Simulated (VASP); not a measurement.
TiTe: relaxation of the atoms with r2SCAN

Crystal: TiTe.

```
Ti Te
1.0
     3.64673    0.00000    0.00000
    -1.82336    3.15816    0.00000
     0.00000    0.00000    6.99717
Ti Te
2 2
Direct
  0.00000 0.00000 0.00000
  0.00000 0.00000 0.50000
  0.33333 0.66667 0.25000
  0.66667 0.33333 0.75000
```

```
Program                : VASP 6.6.1
Task                   : relaxation of the atoms
Functional             : r2SCAN
Potentials or basis    : VASP PAW PBE potentials, release 64 (Ti_sv, Te)
Cutoff                 : 520 eV
k mesh                 : 10 × 10 × 5
Occupations            : fermi-dirac, width 0.1 eV
Spin                   : no spin polarisation
Dipole correction      : no
Further INCAR settings : ALGO = Normal; EDIFF = 1e-07; IBRION = 2; EDIFFG = -0.01; NSW = 50
```

| Item | Value |
| --- | --- |
| Pressure after relaxing | 6.8 GPa |
| Band gap on the k mesh | zero (bands 18 and 19 overlap by 0.28 eV) |

Stress tensor (GPa, compression positive):
```
6.00 0.00 0.00
0.00 6.00 0.00
0.00 0.00 8.30
```

Final structure:
```
Ti Te
1.0
     3.64673    0.00000    0.00000
    -1.82336    3.15816    0.00000
     0.00000    0.00000    6.99717
Ti Te
2 2
Direct
  0.00000 0.00000 0.00000
  0.00000 0.00000 0.50000
  0.33333 0.66667 0.25000
  0.66667 0.33333 0.75000
```

Levels at points of the mesh, in eV from the Fermi level:
```
           k point  band 14  band 15  band 16  band 17  band 18  band 19  band 20  band 21  band 22
(0.00, 0.00, 0.00)    -2.27    -1.77    -0.20    -0.20    -0.18    -0.18    -0.13    -0.13     0.84
(0.50, 0.00, 0.00)    -4.69    -3.64    -2.49    -1.73    -0.73     0.52     1.30     1.46     1.67
```

Wall time 13 min on 1 thread of Oxide Virtual Turin-like Processor (shared host), peak memory 0.21 GiB.

Caveat: the relaxation stopped at its first step, so nothing moved; the PAW data sets were made with another functional, which shifts forces and pressure a little; spin-orbit coupling is left out, which moves the levels of the heavy elements.
